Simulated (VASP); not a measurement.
A run of VASP 6.6.1 is set up as follows.

Contents of INCAR:

```
SYSTEM = SnO2
PREC = Accurate ; ENCUT = 520
EDIFF = 1E-6 ; ISMEAR = 0
SIGMA = 0.02 ; LREAL = .False.
LASPH = .True. ; NELM = 80
ALGO = Normal ; ISIF = 2
LWAVE = .False. ; LCHARG = .False.
GGA = PE ; NBANDS = 35
```

Contents of KPOINTS:

```
Automatic mesh
0
Gamma
  6 6 8
  0 0 0
```

The input POSCAR:

```
SnO2
1.0
    4.8013095966      0.0000000000      0.0000000000
    0.0000000000      4.8013095966      0.0000000000
    0.0000000000      0.0000000000      3.2867245335
Sn O
2 4
Direct
    0.5000000000      0.5000000000      0.5000000000
    0.0000000000      0.0000000000      0.0000000000
    0.1930683553      0.8069316447      0.5000000000
    0.8069316447      0.1930683553      0.5000000000
    0.3069316447      0.3069316447      0.0000000000
    0.6930683553      0.6930683553      0.0000000000
```

Potentials or basis: VASP PAW PBE potentials, release 64 (Sn_d, O).

The run is started by

```sh
$ cat potpaw_PBE.64/Sn_d/POTCAR potpaw_PBE.64/O/POTCAR > POTCAR
$ mpirun -np 1 vasp_std > vasp.out
```

Predict the largest force.

0.011 eV/Å.

What does it give for the band gap on the k mesh?

0.56 eV, direct.

What does it give for the pressure?

-0.8 GPa.

Stress tensor (GPa, compression positive):
```
 0.51  0.00  0.00
 0.00  0.51  0.00
 0.00  0.00 -3.29
```

Caveat: the cell differs from its parent crystal (uniaxial strain along c: +1.5 %, then relaxed in part); spin-orbit coupling is left out, which moves the levels of the heavy elements.
